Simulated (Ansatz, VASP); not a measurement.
# One calculation of AlAs4, two programs

```xyz
5
Lattice="4.7521 0.0000 0.0000 0.0000 4.7521 0.0000 0.0000 0.0000 5.3221" Properties=species:S:1:pos:R:3 pbc="T T T"
Al    0.0000    0.0000    0.0000
As    2.3761    0.0000    0.0000
As    0.0000    2.3761    0.0000
As    2.3761    0.0000    2.6610
As    0.0000    2.3761    2.6610
```

Alike in both runs: functional PBE; k mesh 4 × 4 × 3; occupations gaussian, width 0.2 eV; no spin polarisation.

Ansatz relaxed the structure, and its values are those at the end. VASP's run is a single point on that final structure, the one shown.

|  | VASP | Ansatz |
| --- | --- | --- |
| version | VASP 6.6.1 | Ansatz 0.2.0 |
| potentials or method | VASP PAW PBE potentials, release 64 (Al, As), cutoff 500 eV | scalar-relativistic, plane waves, PAW |
| valence electrons in the cell | 23 | 63 |

Ansatz gave:

* gap on the k mesh at the Fermi level (eV): none
* pressure (GPa): 0.4

Estimate VASP's values.

gap on the k mesh at the Fermi level (eV): none; pressure (GPa): 0.5.

A gap of «none» marks a metal or a gap that the smearing closes. VASP's potentials hold 23 valence electrons a cell and Ansatz's 63, so a difference there can come from the potentials and not from the codes.

The k mesh is coarse, so the values compare programs but aren't converged.
